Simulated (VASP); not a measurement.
Here is a VASP 6.6.1 calculation.

INCAR

```
SYSTEM = Ge2F3
PREC = Accurate ; ENCUT = 600
EDIFF = 1E-7 ; ISMEAR = 0
SIGMA = 0.1 ; LREAL = .FALSE.
LASPH = .TRUE. ; NELM = 60
ALGO = Fast ; ISIF = 3
LWAVE = .FALSE. ; LCHARG = .FALSE.
GGA = PE ; IBRION = 2
NSW = 90 ; EDIFFG = -0.04
```

File KPOINTS:

```
Automatic mesh
0
G
  6 6 4
  0 0 0
```

POSCAR

```
Ge2F3
1.0
    4.5706564100      0.0000000000      0.0000000000
   -2.2853282000      3.9583045600      0.0000000000
    0.0000000000      0.0000000000      4.2183866400
Ge F
2 3
Direct
    0.0000000000      0.0000000000      0.7643419800
    0.0000000000      0.0000000000      0.2356580200
    0.5000000000      0.0000000000      0.0000000000
    0.0000000000      0.5000000000      0.0000000000
    0.5000000000      0.5000000000      0.0000000000
```

Potentials or basis: VASP PAW PBE potentials, release 64 (Ge_d, F).

Command:

```console
$ cat potpaw_PBE.64/Ge_d/POTCAR potpaw_PBE.64/F/POTCAR > POTCAR
$ mpirun -np 1 vasp_std > vasp.out
```

(1) Predict the relaxed cell.

(2) Estimate the band gap on the k mesh.

(3) Estimate the space group after relaxing (to 0.1 Å).

Answers

(1) a = 4.625 Å, b = 4.625 Å, c = 5.299 Å, α = 90.00°, β = 90.00°, γ = 120.00°.

(2) zero (an odd number of electrons rules out a gap without spin polarisation).

(3) P6/mmm (No. 191).

Caveat: an odd number of electrons without spin polarisation forces a metal; a magnetic or distorted state may lie lower.
